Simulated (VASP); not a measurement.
Runs of VASP 6.6.1 on AlN. The structure is that of space group P6_3/mmc (No. 194), or close to it. The cells are those of the table. 

```tsv
task	level	potentials or basis	cell	k mesh	cutoff (eV)	smearing	gap on the mesh (eV)	pressure (GPa)	relaxed volume (Å³/atom)
single point	PBE	VASP PAW PBE potentials, release 64 (Al, N)	a = 3.292, b = 3.292, c = 4.137 Å, angles 90.0, 90.0, 120.0°, 4 atoms	6 × 6 × 4	520	gaussian 0.01 eV	3.47	5.1	-
single point	r2SCAN	VASP PAW PBE potentials, release 64 (Al, N)	a = 3.292, b = 3.292, c = 4.137 Å, angles 90.0, 90.0, 120.0°, 4 atoms	12 × 12 × 6	520	gaussian 0.01 eV	4.06	-0.6	-
relaxation of cell and atoms	PBEsol	VASP PAW PBE potentials, release 64 (Al, N)	relaxed from a = 3.314, b = 3.314, c = 4.186 Å, angles 90.0, 90.0, 120.0°, 4 atoms	12 × 12 × 6	600	fermi-dirac 0.02 eV	3.35	0.0	9.76
single point	LDA	VASP PAW LDA potentials, release 64 (Al, N)	a = 3.292, b = 3.292, c = 4.137 Å, angles 90.0, 90.0, 120.0°, 4 atoms	12 × 12 × 6	520	gaussian 0.01 eV	3.48	-3.5	-
single point	LDA	VASP PAW LDA potentials, release 64 (Al, N)	a = 3.276, b = 3.276, c = 4.102 Å, angles 90.0, 90.0, 120.0°, 4 atoms	12 × 12 × 6	520	fermi-dirac 0.02 eV	3.63	0.6	-
single point	PBE	VASP PAW PBE potentials, release 64 (Al, N)	a = 3.314, b = 3.314, c = 4.186 Å, angles 90.0, 90.0, 120.0°, 4 atoms	12 × 12 × 6	520	fermi-dirac 0.02 eV	3.26	-0.3	-
relaxation of cell and atoms	LDA	VASP PAW LDA potentials, release 64 (Al, N)	relaxed from a = 3.314, b = 3.314, c = 4.186 Å, angles 90.0, 90.0, 120.0°, 4 atoms	12 × 12 × 6	600	fermi-dirac 0.02 eV	(a)	0.0	(c)
relaxation of cell and atoms	PBE	VASP PAW PBE potentials, release 64 (Al, N)	relaxed from a = 3.100, b = 3.100, c = 3.875 Å, angles 90.0, 90.0, 120.0°, 4 atoms	12 × 12 × 6	600	fermi-dirac 0.02 eV	3.27	0.0	9.94
single point	PBEsol	VASP PAW PBE potentials, release 64 (Al, N)	a = 3.302, b = 3.302, c = 4.141 Å, angles 90.0, 90.0, 120.0°, 4 atoms	12 × 12 × 6	520	fermi-dirac 0.02 eV	3.34	(b)	-
single point	r2SCAN	VASP PAW PBE potentials, release 64 (Al, N)	a = 3.292, b = 3.292, c = 4.137 Å, angles 90.0, 90.0, 120.0°, 4 atoms	12 × 12 × 6	520	fermi-dirac 0.02 eV	4.06	-0.6	-
single point	PBE	VASP PAW PBE potentials, release 64 (Al, N)	a = 3.292, b = 3.292, c = 4.137 Å, angles 90.0, 90.0, 120.0°, 4 atoms	12 × 12 × 6	520	fermi-dirac 0.02 eV	3.47	5.1	-
```

Alike in all rows: no spin polarisation.

Problem. Estimate the missing entries.

Solution. (a) 3.62; (b) -0.1; (c) 9.55.

Caveats: the PAW data sets were made with another functional, which shifts forces and pressure a little (some runs); the volume moved by over 15 % at a fixed basis, so the end points are rough (some runs).

A k mesh can miss the band edges.
